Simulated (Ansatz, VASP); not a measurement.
**One calculation of Au, two programs**

```
Au
1.0
    -1.71957    1.71957    1.63769
     1.71957   -1.71957    1.63769
     1.71957    1.71957   -1.63769
Au
1
Direct
  0.00000 0.00000 0.00000
```

Change from the starting cell: strain +0.050 along x and y, +0.000 along z, atoms carried along.

Alike in both runs: task single point; functional r2SCAN; k mesh 26 × 26 × 26; occupations gaussian, width 0.15 eV; no spin polarisation.

```csv
,VASP,Ansatz
version,VASP 6.6.1,Ansatz 0.2.0
potentials or method,"VASP PAW PBE potentials, release 64 (Au), cutoff 520 eV","scalar-relativistic, plane waves, PAW"
valence electrons in the cell,11,19
```

|  | VASP | Ansatz | Ansatz less VASP |
| --- | --- | --- | --- |
| gap on the k mesh at the Fermi level (eV) | none | none | - |
| pressure (GPa) | -10.7 | -10.8 | -0.13 |
| traceless stress, the component that is largest in VASP (GPa) | -0.40 | -0.39 | +0.005 |

VASP's potentials were made for PBE, not for r2SCAN. A gap of «none» marks a metal or a gap that the smearing closes. VASP's potentials hold 11 valence electrons a cell and Ansatz's 19, so a difference there can come from the potentials and not from the codes.

Spin-orbit coupling is off throughout.
